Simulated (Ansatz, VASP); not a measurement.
**SbI2 in VASP and in Ansatz**

```
Sb I
1.0
     4.58434    0.00000    0.00000
    -2.29217    3.97016    0.00000
     0.00000    0.00000    7.02193
Sb I
1 2
Direct
  0.00000 0.00000 0.00000
  0.33333 0.66667 0.26500
  0.66667 0.33333 0.73500
```

Alike in both runs: task single point; functional PBE; k mesh 9 × 9 × 5; no spin polarisation.

|  | VASP | Ansatz |
| --- | --- | --- |
| version | VASP 6.6.1 | Ansatz 0.2.0 |
| potentials or method | VASP PAW PBE potentials, release 64 (Sb, I), cutoff 520 eV | PAW plane waves |
| occupations | fermi-dirac, width 0.1 eV | fermi-dirac |
| valence electrons in the cell | 19 | 49 |

Ansatz gave:

| Quantity | Value |
| --- | --- |
| pressure (GPa) | -0.5 |
| traceless stress, the component that is largest in VASP (GPa) | -1.41 |
| rms of the force components (eV/Å) | 0.223 |

Q: What did VASP give for the same quantities?

A: Pressure (GPa): -0.5; traceless stress, the component that is largest in VASP (GPa): -1.40; rms of the force components (eV/Å): 0.227.

Atom by atom the forces differ by 0.004 eV/Å (rms over components). VASP's potentials hold 19 valence electrons a cell and Ansatz's 49, so a difference there can come from the potentials and not from the codes. Ansatz's warnings: structure snapped to symmetry.

Spin-orbit coupling is off throughout.
